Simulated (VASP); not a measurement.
# B (P4_122) in VASP: further runs

The runs below take B through single point, relaxation of cell and atoms, with PBE.

Program: VASP 6.6.1. These are calculated values, not measurements. Logs are shortened: lines on timing, memory, paths and dates and some standing lists are left out, and cuts for length are marked.

### 1 The cell of the first run

Symmetry: P4_122, No. 91, tetragonal system. The conventional cell has a = 4.003 Å, b = 4.003 Å, c = 1.866 Å, α = 90.00°, β = 90.00°, γ = 90.00°. Within 2.4 Å of B (site symmetry 2) lie 8 B at 1.80 to 2.23 Å.

The cell was built from a structure type or drawn by symmetry, and may not be a known phase.

### 2 Single point, PBE

File INCAR:

```
SYSTEM = B
ALGO = Normal
EDIFF = 1E-6
ENCUT = 520
GGA = PE
ISIF = 2
ISMEAR = 0
LASPH = .True.
LCHARG = .True.
LELF = .True.
LREAL = .False.
LVHAR = .True.
LWAVE = .False.
NBANDS = 14
NELM = 80
PREC = Accurate
SIGMA = 0.1
```

File KPOINTS:

```
k-points
0
Gamma
  6 6 6
  0 0 0
```

File POSCAR:

```
B
1.0
    4.0031729627      0.0000000000      0.0000000000
    0.0000000000      4.0031729627      0.0000000000
    0.0000000000      0.0000000000      1.8663110690
B
4
Direct
    0.3074788743      0.0000000000      0.7500000000
    0.6925211257      0.0000000000      0.2500000000
    0.0000000000      0.3074788743      0.0000000000
    0.0000000000      0.6925211257      0.5000000000
```

Potentials or basis: VASP PAW PBE potentials, release 64 (B).

The run is started by

```
> cat potpaw_PBE.64/B/POTCAR > POTCAR
> mpirun -np 1 vasp_std > vasp.out
```

OUTCAR:

```text
SYSTEM = B
   EDIFF = 1E-6
   ENCUT = 520
   GGA = PE
   ISIF = 2
   ISMEAR = 0
   LASPH = .True.
   LREAL = .False.
   NELM = 80
   PREC = Accurate

 ion  position               nearest neighbor table
   1  0.307  0.000  0.750-   2 1.80   2 1.80   4 1.80   3 1.80
   2  0.693  0.000  0.250-   1 1.80   1 1.80   4 1.80   3 1.80
   3  0.000  0.307  0.000-   4 1.80   4 1.80   1 1.80   2 1.80
   4  0.000  0.693  0.500-   3 1.80   3 1.80   1 1.80   2 1.80

  LATTYP: Found a simple tetragonal cell.
 ALAT       =     4.0031729627
 C/A-ratio  =     0.4662079521

  Lattice vectors:

 A1 = (   4.0031729627,   0.0000000000,   0.0000000000)
 A2 = (   0.0000000000,   4.0031729627,   0.0000000000)
 A3 = (   0.0000000000,   0.0000000000,   1.8663110690)

Analysis of symmetry for initial positions (statically):
=====================================================================
 Subroutine PRICEL returns:
 Original cell was already a primitive cell.

 Routine SETGRP: Setting up the symmetry group for a
 simple tetragonal supercell.

 Subroutine GETGRP returns: Found  8 space group operations
 (whereof  2 operations were pure point group operations)
 out of a pool of 16 trial point group operations.

The static configuration has the point symmetry C_2 .
 The point group associated with its full space group is D_4 .

Analysis of symmetry for dynamics (positions and initial velocities):
=====================================================================
 Subroutine PRICEL returns:
 Original cell was already a primitive cell.

 Routine SETGRP: Setting up the symmetry group for a
 simple tetragonal supercell.

 Subroutine GETGRP returns: Found  8 space group operations
 (whereof  2 operations were pure point group operations)
 out of a pool of 16 trial point group operations.

The dynamic configuration has the point symmetry C_2 .
 The point group associated with its full space group is D_4 .

 Subroutine INISYM returns: Found  8 space group operations
 (whereof  2 operations are pure point group operations),
 and found     1 'primitive' translations

----------------------------------------------------------------------------------------

                                     Primitive cell

  volume of cell :      29.9084

  direct lattice vectors                    reciprocal lattice vectors
     4.003172963  0.000000000  0.000000000     0.249801847  0.000000000  0.000000000
     0.000000000  4.003172963  0.000000000     0.000000000  0.249801847  0.000000000
     0.000000000  0.000000000  1.866311069     0.000000000  0.000000000  0.535816358

  length of vectors
     4.003172963  4.003172963  1.866311069     0.249801847  0.249801847  0.535816358

  position of ions in fractional coordinates (direct lattice)
     0.307478874  0.000000000  0.750000000
     0.692521126  0.000000000  0.250000000
     0.000000000  0.307478874  0.000000000
     0.000000000  0.692521126  0.500000000

  ion indices of the primitive-cell ions
   primitive index   ion index
                 1           1
                 2           2
                 3           3
                 4           4

----------------------------------------------------------------------------------------

 KPOINTS: k-points

Automatic generation of k-mesh.
 Grid dimensions read from file:
 generate k-points for:    6    6    6

 Generating k-lattice:

  Cartesian coordinates                     Fractional coordinates (reciprocal lattice)
     0.041633641  0.000000000  0.000000000     0.166666667  0.000000000  0.000000000
     0.000000000  0.041633641  0.000000000     0.000000000  0.166666667  0.000000000
     0.000000000  0.000000000  0.089302726     0.000000000  0.000000000  0.166666667

  Length of vectors
     0.041633641  0.041633641  0.089302726

  Shift w.r.t. Gamma in fractional coordinates (k-lattice)
     0.000000000  0.000000000  0.000000000

 Subroutine IBZKPT returns following result:
 ===========================================

 Found     40 irreducible k-points:

 Following reciprocal coordinates:
            Coordinates               Weight
  0.000000  0.000000  0.000000      1.000000
  0.166667  0.000000  0.000000      4.000000
  0.333333  0.000000  0.000000      4.000000
  0.500000  0.000000  0.000000      2.000000
  0.166667  0.166667  0.000000      4.000000
  0.333333  0.166667  0.000000      8.000000
[... 16 lines left out ...]
  0.333333  0.000000  0.333333      8.000000
  0.500000  0.000000  0.333333      4.000000
 [... further k-points ...]
   k-points           NKPTS =     40   k-points in BZ     NKDIM =     40   number of bands    NBANDS=     14
   number of dos      NEDOS =    301   number of ions     NIONS =      4
   total plane-waves  NPLWV =  12600
   dimension x,y,z NGX =    30 NGY =   30 NGZ =   14
   dimension x,y,z NGXF=    60 NGYF=   60 NGZF=   28
   ions per type =               4
   NGX,Y,Z   is equivalent  to a cutoff of  12.46, 12.46, 12.47 a.u.
   NGXF,Y,Z  is equivalent  to a cutoff of  24.92, 24.92, 24.94 a.u.
 SYSTEM =  B
   PREC   = accura    normal or accurate (medium, high low for compatibility)
   ISTART =      0    job   : 0-new  1-cont  2-samecut
   ICHARG =      2    charge: 1-file 2-atom 10-const
   ISPIN  =      1    spin polarized calculation?
   LNONCOLLINEAR =      F non collinear calculations
   LSORBIT =      F    spin-orbit coupling
   LASPH  =      T    aspherical Exc in radial PAW
   ENCUT  =  520.0 eV  38.22 Ry    6.18 a.u.   7.44  7.44  3.47*2*pi/ulx,y,z
   NELM   =     80;   NELMIN=  2; NELMDL= -5     # of ELM steps
   EDIFF  = 0.1E-05   stopping-criterion for ELM
   LREAL  =      F    real-space projection
   EDIFFG = 0.1E-04   stopping-criterion for IOM
   NSW    =      0    number of steps for IOM
   IBRION =     -1    ionic relax: 0-MD 1-quasi-New 2-CG
   NFREE  =      0    steps in history (QN), initial steepest desc. (CG)
   ISIF   =      2    stress and relaxation
   ISYM   =      2    0-nonsym 1-usesym 2-fastsym
   POTIM  = 0.5000    time-step for ionic-motion
   TEBEG  =    0.0;   TEEND  =   0.0 temperature during run
   PSTRESS=    0.0 pullay stress
   NELECT =      12.0000    total number of electrons
   NUPDOWN=      -1.0000    fix difference up-down
   EMIN   =  10.00;   EMAX   =-10.00  energy-range for DOS
   EFERMI =   0.00;   METHOD = LEGACY
   ISMEAR =     0;   SIGMA  =   0.10  broadening in eV -4-tet -1-fermi 0-gaus
   EFERMI_NEDOS =   21; number of points for ismear=-14 and -15
   IALGO  =     38    algorithm
   IMIX   =      4    mixing-type and parameters
     AMIX     =   0.40;   BMIX     =  1.00
     AMIX_MAG =   1.60;   BMIX_MAG =  1.00
  volume/ion in A,a.u.               =       7.48        50.46
  Fermi-wavevector in a.u.,A,eV,Ry     =   1.207455  2.281759 19.836585  1.457948
  Thomas-Fermi vector in A             =   2.343092
   LORBIT       =      0    0 simple, 1 ext, 2 COOP (PROOUT), +10 PAW based schemes
   GGA     = PE    functional components
   LHFCALC =     F    Hartree Fock is set to
   AEXX    =    0.0000 exact exchange contribution
   IVDW    =     0    specifies the selected vdW correction
   LEPSILON=     F    determine dielectric tensor
   LRPA    =     F    only Hartree local field effects (RPA)
 non-spin polarized calculation
 Gauss-broadening in eV      SIGMA  =   0.10
  energy-cutoff  :      520.00
  volume of cell :       29.91
 maximum number of plane-waves:       828
 NGX is ok and might be reduce to    30
   NGX = 15   NGY = 15   NGZ =  7

 number of electron      12.0000000 magnetization

 Free energy of the ion-electron system (eV)
  ---------------------------------------------------
  ext. energy  EPLUGINS =         0.00000000
  ---------------------------------------------------
  free energy    TOTEN  =       -24.61281375 eV

  energy without entropy =      -24.60262015  energy(sigma->0) =      -24.60771695

 E-fermi :   6.5094     XC(G=0): -11.3505

 val. band max:        6.4841747795   @ k =   0.3333   0.3333   0.3333
 cond. band min:       6.5108354164   @ k =   0.3333   0.1667   0.3333
 fundamental gap:      0.0266606369
 Fermi energy:         6.5094232521

 k-point     1 :       0.0000    0.0000    0.0000
  band No.  band energies     occupation
      1      -9.9325      2.00000
      2      -4.1335      2.00000
      3      -2.0077      2.00000
      4      -2.0077      2.00000
      5      -1.9507      2.00000
      6       3.9520      2.00000
      7       9.0985      0.00000
      8       9.0985      0.00000
      9      12.0425      0.00000
     10      19.5295      0.00000
     11      19.5295      0.00000
     12      20.5689      0.00000
     13      21.1935      0.00000
     14      21.1943      0.00000

 k-point     2 :       0.1667    0.0000    0.0000
  band No.  band energies     occupation
      1      -9.7625      2.00000
      2      -4.9778      2.00000
      3      -2.7331      2.00000
      4      -1.8166      2.00000
      5      -0.2107      2.00000
      6       3.0995      2.00000
      7       8.5191      0.00000
      8      10.3240      0.00000
      9      13.2807      0.00000
     10      17.1884      0.00000
     11      19.5540      0.00000
     12      20.6487      0.00000
     13      20.6755      0.00000
     14      21.2401      0.00000
[... 343 lines left out ...]
      1      -5.7275      2.00000
      2      -2.9377      2.00000
      3       0.7715      2.00000
      4       1.4840      2.00000
      5       5.1528      2.00000
      6       5.2674      2.00000
      7       6.5394      0.67142
      8       8.6193      0.00000
      9      11.9599      0.00000
     10      13.7773      0.00000
     11      14.2679      0.00000
     12      16.4871      0.00000
     13      16.8548      0.00000
     14      18.2651      0.00000

 k-point    24 :       0.5000    0.0000    0.3333
  band No.  band energies     occupation
      1      -5.3729      2.00000
      2      -3.5995      2.00000
      3       0.7790      2.00000
      4       1.6640      2.00000
      5       5.0004      2.00000
      6       5.5166      2.00000
      7       7.4979      0.00000
      8       7.7063      0.00000
      9      12.1456      0.00000
     10      13.6453      0.00000
     11      14.1218      0.00000
     12      16.5113      0.00000
     13      17.3547      0.00000
     14      17.5392      0.00000

 [... further k-points ...]

------------------------ aborting loop because EDIFF is reached ----------------------------------------

  FORCE on cell =-STRESS in cart. coord.  units (eV):
  Direction    XX          YY          ZZ          XY          YZ          ZX
  --------------------------------------------------------------------------------------
  -------------------------------------------------------------------------------------
  Total       -0.0490203     -0.0490203     -0.0505124      0.0000000     -0.0000000      0.0000000
  in kB       -2.6259933     -2.6259933     -2.7059237      0.0000000     -0.0000000      0.0000000
  external PRESSURE =      -2.6526368 kB  Pullay stress =       0.0000000 kB

 VOLUME and BASIS-vectors are now :
 -----------------------------------------------------------------------------
  energy-cutoff  :      520.00
  volume of cell :       29.91
      direct lattice vectors                 reciprocal lattice vectors
     4.003172963  0.000000000  0.000000000     0.249801847  0.000000000  0.000000000
     0.000000000  4.003172963  0.000000000     0.000000000  0.249801847  0.000000000
     0.000000000  0.000000000  1.866311069     0.000000000  0.000000000  0.535816358

 POSITION                                       TOTAL-FORCE (eV/Angst)
 -----------------------------------------------------------------------------------
      1.23089      0.00000      1.39973         0.008046     -0.000000      0.000000
      2.77228      0.00000      0.46658        -0.008046     -0.000000      0.000000
      0.00000      1.23089      0.00000         0.000000      0.008046      0.000000
      0.00000      2.77228      0.93316        -0.000000     -0.008046      0.000000
 -----------------------------------------------------------------------------------
    total drift:                                0.000000     -0.000000      0.000000

  FREE ENERGIE OF THE ION-ELECTRON SYSTEM (eV)
  ---------------------------------------------------
  free  energy   TOTEN  =       -24.6128137463 eV

  energy  without entropy=      -24.6026201538  energy(sigma->0) =      -24.60771695
```

Run time: 26 s. Hardware: 1 thread of Intel Xeon 8259CL, shared host; peak memory 0.13 GiB.

Results:

```yaml
Free_energy: -24.6128 eV
Pressure: -0.3 GPa
Largest_force: 0.008 eV/Å
Band_gap_on_the_k_mesh: zero (bands 6 and 7 overlap by 0.13 eV)
```

Forces on the atoms (eV/Å):
```
B    0.008  0.000  0.000
B   -0.008  0.000  0.000
B    0.000  0.008  0.000
B    0.000 -0.008  0.000
```

Levels at points of the mesh, in eV from the Fermi level:
| k point | band 3 | band 4 | band 5 | band 6 | band 7 | band 8 | band 9 | band 10 |
| --- | --- | --- | --- | --- | --- | --- | --- | --- |
| (0.00, 0.00, 0.00) | -8.52 | -8.52 | -8.46 | -2.56 | 2.59 | 2.59 | 5.53 | 13.02 |
| (0.50, 0.00, 0.00) | -9.27 | -7.34 | -5.64 | -4.42 | 2.20 | 5.55 | 8.66 | 9.93 |
| (0.50, 0.50, 0.00) | -13.14 | -8.15 | -2.60 | -2.60 | 4.12 | 5.61 | 6.12 | 9.13 |
| (0.00, 0.00, 0.50) | -4.68 | -4.68 | -0.59 | -0.59 | 1.54 | 1.54 | 2.84 | 2.84 |
| (0.50, 0.00, 0.50) | -5.61 | -5.61 | -1.23 | -1.23 | 1.94 | 1.94 | 5.02 | 5.02 |
| (0.50, 0.50, 0.50) | -5.73 | -5.73 | -2.36 | -2.36 | 1.43 | 1.43 | 6.93 | 6.93 |

Caveat: the k points lie up to 0.56 Å⁻¹ apart.

### 3 Relaxation of cell and atoms, PBE

File INCAR:

```
SYSTEM = B
ALGO = Normal
EDIFF = 1E-7
EDIFFG = -0.04
ENCUT = 600
GGA = PE
IBRION = 2
ISIF = 3
ISMEAR = 0
LASPH = .True.
LCHARG = .False.
LREAL = .False.
LWAVE = .False.
NELM = 100
NSW = 90
PREC = Accurate
SIGMA = 0.1
```

File KPOINTS:

```
k-points
0
Gamma
  4 4 10
  0 0 0
```

POSCAR is that of step 2.

Potentials or basis: VASP PAW PBE potentials, release 64 (B).

The run is started by

```
> cat potpaw_PBE.64/B/POTCAR > POTCAR
> mpirun -np 1 vasp_std > vasp.out
```

It took 36 s on 1 thread of Intel Xeon 8259CL, shared host; peak memory 0.14 GiB.

The run converged. Its results:

| Quantity | Value |
| --- | --- |
| Free energy | -24.7181 eV |
| Relaxed volume | 7.47 Å³/atom |
| Relaxed cell | a = 4.009 Å, b = 4.009 Å, c = 1.859 Å, α = 90.00°, β = 90.00°, γ = 90.00° |
| Space group after relaxing (to 0.1 Å) | P4_122 (No. 91) |
| Energy gained by relaxing | 0.3 meV/atom |
| Ionic steps | 3 |
| Pressure after relaxing | 0.0 GPa |
| Largest force after relaxing | 0.040 eV/Å |
| Band gap on the k mesh | zero (bands 6 and 7 overlap by 0.99 eV) |

Forces on the atoms (eV/Å):
```
B   -0.040  0.000  0.000
B    0.040  0.000  0.000
B    0.000 -0.040  0.000
B    0.000  0.040  0.000
```

Stress tensor (GPa, compression positive):
```
 0.14  0.00  0.00
 0.00  0.14  0.00
 0.00  0.00 -0.15
```

The path:
```
step  energy change (eV)  largest force (eV/Å)  pressure (GPa)  volume (Å³)
   1              0.0000                0.0311           -0.13        29.91
   2             -0.0010                0.0628            0.11        29.88
   3             -0.0011                0.0398            0.04        29.89
```

Final structure:
```yaml
crystal:
  lattice:
    - [4.00934, 0.00000, 0.00000]
    - [0.00000, 4.00934, 0.00000]
    - [0.00000, 0.00000, 1.85929]
  atoms:
    - { symbol: B, position: [0.30776, 0.00000, 0.75000] }
    - { symbol: B, position: [0.69224, 0.00000, 0.25000] }
    - { symbol: B, position: [0.00000, 0.30776, 0.00000] }
    - { symbol: B, position: [0.00000, 0.69224, 0.50000] }
```

Levels at points of the mesh, in eV from the Fermi level:
```csv
k point,band 3,band 4,band 5,band 6,band 7,band 8,band 9,band 10
"(0.00, 0.00, 0.00)",-8.42,-8.42,-8.35,-2.46,2.64,2.64,5.62,13.19
"(0.50, 0.00, 0.00)",-9.18,-7.24,-5.53,-4.35,2.27,5.60,8.71,9.96
"(0.50, 0.50, 0.00)",-13.05,-8.04,-2.52,-2.52,4.17,5.62,6.21,9.23
"(0.00, 0.00, 0.50)",-4.57,-4.57,-0.40,-0.40,1.73,1.73,3.03,3.03
"(0.50, 0.00, 0.50)",-5.47,-5.47,-1.04,-1.04,2.13,2.13,5.18,5.18
"(0.50, 0.50, 0.50)",-5.60,-5.60,-2.15,-2.15,1.61,1.61,7.08,7.08
```

Caveat: the k points lie up to 0.39 Å⁻¹ apart in the final cell, too coarse for converged energies and pressures of a metal.

(Part 1 of 2 ends here.)
